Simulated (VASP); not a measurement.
# Rh in VASP: notebook

The runs below take Rh through single point, with PBEsol.

Program: VASP 6.6.1. These are calculated values, not measurements. Logs are shortened: lines on timing, memory, paths and dates and some standing lists are left out, and cuts for length are marked.

## (1) The cell of the first run

It takes space group Fm-3m (No. 225, cubic). Conventional cell: a = 3.993 Å, b = 3.993 Å, c = 3.993 Å, α = 90.00°, β = 90.00°, γ = 90.00°. Rh (site symmetry m-3m) has 12 Rh at 2.82 Å within 3.7 Å.

## (2) Single point, PBEsol (strain +0.050 along x and y, +0.050 along z)

INCAR

```
SYSTEM = Rh
PREC = Accurate
ENCUT = 520
EDIFF = 1E-6
ISMEAR = 0
SIGMA = 0.15
LREAL = .False.
LASPH = .True.
NELM = 80
ALGO = Normal
ISIF = 2
LWAVE = .False.
LCHARG = .True.
GGA = PS
LELF = .True.
LVHAR = .True.
NBANDS = 14
```

KPOINTS

```
regular mesh
0
Gamma
  22 22 22
  0 0 0
```

POSCAR

```
Rh
1.0
    0.0000000000      1.9966275000      1.9966275000
    1.9966275000      0.0000000000      1.9966275000
    1.9966275000      1.9966275000      0.0000000000
Rh
1
Direct
    0.0000000000      0.0000000000      0.0000000000
```

Potentials or basis: VASP PAW PBE potentials, release 64 (Rh_pv).

Run with:

```
$ cat potpaw_PBE.64/Rh_pv/POTCAR > POTCAR
$ mpirun -np 1 vasp_std > vasp.out
```

OUTCAR:

```text
SYSTEM = Rh
   PREC = Accurate
   ENCUT = 520
   EDIFF = 1E-6
   ISMEAR = 0
   LREAL = .False.
   LASPH = .True.
   NELM = 80
   ISIF = 2
   GGA = PS

 ion  position               nearest neighbor table
   1  0.000  0.000  0.000-

  LATTYP: Found a face centered cubic cell.
 ALAT       =     3.9932550000

  Lattice vectors:

 A1 = (   0.0000000000,   1.9966275000,   1.9966275000)
 A2 = (   1.9966275000,   0.0000000000,   1.9966275000)
 A3 = (   1.9966275000,   1.9966275000,   0.0000000000)

Analysis of symmetry for initial positions (statically):
=====================================================================
 Subroutine PRICEL returns:
 Original cell was already a primitive cell.

 Routine SETGRP: Setting up the symmetry group for a
 face centered cubic supercell.

 Subroutine GETGRP returns: Found 48 space group operations
 (whereof 48 operations were pure point group operations)
 out of a pool of 48 trial point group operations.

The static configuration has the point symmetry O_h .

Analysis of symmetry for dynamics (positions and initial velocities):
=====================================================================
 Subroutine PRICEL returns:
 Original cell was already a primitive cell.

 Routine SETGRP: Setting up the symmetry group for a
 face centered cubic supercell.

 Subroutine GETGRP returns: Found 48 space group operations
 (whereof 48 operations were pure point group operations)
 out of a pool of 48 trial point group operations.

The dynamic configuration has the point symmetry O_h .

 Subroutine INISYM returns: Found 48 space group operations
 (whereof 48 operations are pure point group operations),
 and found     1 'primitive' translations

----------------------------------------------------------------------------------------

                                     Primitive cell

  volume of cell :      15.9192

  direct lattice vectors                    reciprocal lattice vectors
     0.000000000  1.996627500  1.996627500    -0.250422275  0.250422275  0.250422275
     1.996627500  0.000000000  1.996627500     0.250422275 -0.250422275  0.250422275
     1.996627500  1.996627500  0.000000000     0.250422275  0.250422275 -0.250422275

  length of vectors
     2.823657690  2.823657690  2.823657690     0.433744103  0.433744103  0.433744103

  position of ions in fractional coordinates (direct lattice)
     0.000000000  0.000000000  0.000000000

  ion indices of the primitive-cell ions
   primitive index   ion index
                 1           1

[... 75 lines left out ...]
   IBRION =     -1    ionic relax: 0-MD 1-quasi-New 2-CG
   NFREE  =      0    steps in history (QN), initial steepest desc. (CG)
   ISIF   =      2    stress and relaxation
   ISYM   =      2    0-nonsym 1-usesym 2-fastsym
   POTIM  = 0.5000    time-step for ionic-motion
   TEBEG  =    0.0;   TEEND  =   0.0 temperature during run
   PSTRESS=    0.0 pullay stress
   NELECT =      15.0000    total number of electrons
   NUPDOWN=      -1.0000    fix difference up-down
   EMIN   =  10.00;   EMAX   =-10.00  energy-range for DOS
   EFERMI =   0.00;   METHOD = LEGACY
   ISMEAR =     0;   SIGMA  =   0.15  broadening in eV -4-tet -1-fermi 0-gaus
   EFERMI_NEDOS =   21; number of points for ismear=-14 and -15
   IALGO  =     38    algorithm
   IMIX   =      4    mixing-type and parameters
     AMIX     =   0.40;   BMIX     =  1.00
     AMIX_MAG =   1.60;   BMIX_MAG =  1.00
  volume/ion in A,a.u.               =      15.92       107.43
  Fermi-wavevector in a.u.,A,eV,Ry     =   1.604962  3.032939 35.047307  2.575904
  Thomas-Fermi vector in A             =   2.701384
   LORBIT       =      0    0 simple, 1 ext, 2 COOP (PROOUT), +10 PAW based schemes
   GGA     = PS    functional components
   LHFCALC =     F    Hartree Fock is set to
   AEXX    =    0.0000 exact exchange contribution
   IVDW    =     0    specifies the selected vdW correction
   LEPSILON=     F    determine dielectric tensor
   LRPA    =     F    only Hartree local field effects (RPA)
 non-spin polarized calculation
 Gauss-broadening in eV      SIGMA  =   0.15
  energy-cutoff  :      520.00
  volume of cell :       15.92
 maximum number of plane-waves:       444
 NGX is ok and might be reduce to    24
   NGX = 11   NGY = 11   NGZ = 11

 number of electron      15.0000001 magnetization

 Free energy of the ion-electron system (eV)
  ---------------------------------------------------
  ext. energy  EPLUGINS =         0.00000000
  ---------------------------------------------------
  free energy    TOTEN  =        -7.86343830 eV

  energy without entropy =       -7.84417205  energy(sigma->0) =       -7.85380517

 E-fermi :   9.2493     XC(G=0): -13.2942

 val. band max:        9.2479206425   @ k =   0.3636   0.0000   0.0000
 cond. band min:       9.2499428579   @ k =   0.3182   0.2273   0.0000
 fundamental gap:      0.0020222154
 Fermi energy:         9.2493339511

 k-point     1 :       0.0000    0.0000    0.0000
  band No.  band energies     occupation
      1     -36.8337      2.00000
      2     -36.8337      2.00000
      3     -36.8337      2.00000
      4       2.2562      2.00000
      5       6.7911      2.00000
      6       6.7911      2.00000
      7       6.7911      2.00000
      8       8.4649      2.00000
      9       8.4649      2.00000
     10      25.1933      0.00000
     11      29.8315      0.00000
     12      29.8315      0.00000
     13      29.8315      0.00000
     14      30.0494      0.00000
[... 377 lines left out ...]
      1     -37.2648      2.00000
      2     -36.9029      2.00000
      3     -36.8962      2.00000
      4       4.2791      2.00000
      5       6.7171      2.00000
      6       6.7953      2.00000
      7       9.1093      1.81328
      8       9.6222      0.00044
      9      10.6088      0.00000
     10      16.6531      0.00000
     11      24.7420      0.00000
     12      28.7067      0.00000
     13      29.1663      0.00000
     14      30.0514      0.00000

 [... further k-points ...]
[... 5 lines left out ...]
  --------------------------------------------------------------------------------------
  -------------------------------------------------------------------------------------
  Total       -3.1465863     -3.1465863     -3.1465863      0.0000000      0.0000000      0.0000000
  in kB     -316.6861660   -316.6861660   -316.6861660      0.0000000      0.0000000      0.0000000
  external PRESSURE =    -316.6861660 kB  Pullay stress =       0.0000000 kB

 VOLUME and BASIS-vectors are now :
 -----------------------------------------------------------------------------
  energy-cutoff  :      520.00
  volume of cell :       15.92
      direct lattice vectors                 reciprocal lattice vectors
     0.000000000  1.996627500  1.996627500    -0.250422275  0.250422275  0.250422275
     1.996627500  0.000000000  1.996627500     0.250422275 -0.250422275  0.250422275
     1.996627500  1.996627500  0.000000000     0.250422275  0.250422275 -0.250422275

 POSITION                                       TOTAL-FORCE (eV/Angst)
 -----------------------------------------------------------------------------------
      0.00000      0.00000      0.00000        -0.000000      0.000000      0.000000
 -----------------------------------------------------------------------------------
    total drift:                                0.000000     -0.000000      0.000000

  FREE ENERGIE OF THE ION-ELECTRON SYSTEM (eV)
  ---------------------------------------------------
  free  energy   TOTEN  =        -7.8634382951 eV

  energy  without entropy=       -7.8441720502  energy(sigma->0) =       -7.85380517
```

OSZICAR:

```text
N       E                     dE             d eps       ncg     rms          rms(c)
DAV:   1     0.120300928294E+03    0.12030E+03   -0.88076E+03  9228   0.112E+03
DAV:   2    -0.690258644501E+01   -0.12720E+03   -0.12143E+03  9970   0.334E+02
DAV:   3    -0.850349774958E+01   -0.16009E+01   -0.15972E+01 11170   0.414E+01
DAV:   4    -0.851027337372E+01   -0.67756E-02   -0.67750E-02 10820   0.278E+00
DAV:   5    -0.851034397427E+01   -0.70601E-04   -0.70597E-04 11530   0.253E-01    0.789E+00
DAV:   6    -0.787408488846E+01    0.63626E+00   -0.12419E+00 10792   0.148E+01    0.202E+00
DAV:   7    -0.786724170328E+01    0.68432E-02   -0.34392E-02 10642   0.130E+00    0.111E+00
DAV:   8    -0.786348527364E+01    0.37564E-02   -0.33369E-03 10480   0.775E-01    0.550E-02
DAV:   9    -0.786343335507E+01    0.51919E-04   -0.13932E-04 10690   0.162E-01    0.138E-02
DAV:  10    -0.786343896374E+01   -0.56087E-05   -0.28322E-06 10798   0.193E-02    0.444E-03
DAV:  11    -0.786343829512E+01    0.66862E-06   -0.53401E-07  5744   0.867E-03
   1 F= -.78634383E+01 E0= -.78538052E+01  d E =-.192662E-01
```

stdout:

```text
POSCAR found type information on POSCAR Rh
 POSCAR found :  1 types and       1 ions
 scaLAPACK will be used
 -----------------------------------------------------------------------------
|                                                                             |
|                                                                             |
|     You enforced a specific xc type in the INCAR file but a different       |
|     I HOPE YOU KNOW WHAT YOU ARE DOING!                                     |
|                                                                             |
 -----------------------------------------------------------------------------

 LDA part: xc-table for (Slater+PW92), standard interpolation
 POSCAR, INCAR and KPOINTS ok, starting setup
 FFT: planning ... GRIDC
 FFT: planning ... GRID_SOFT
 FFT: planning ... GRID
 WAVECAR not read
 entering main loop
```

Wall time 42 s (1 thread of AMD EPYC 9R45 (Zen 5), shared host); peak memory 0.16 GiB.

What came out:

| Property | Result |
| --- | --- |
| Free energy | -7.8634 eV |
| Pressure | -31.7 GPa |

Caveat: the cell differs from its parent crystal (strain +0.050 along x and y, +0.050 along z); the PAW data sets were made with another functional, which shifts forces and pressure a little.

(Part 1 of 2 ends here.)
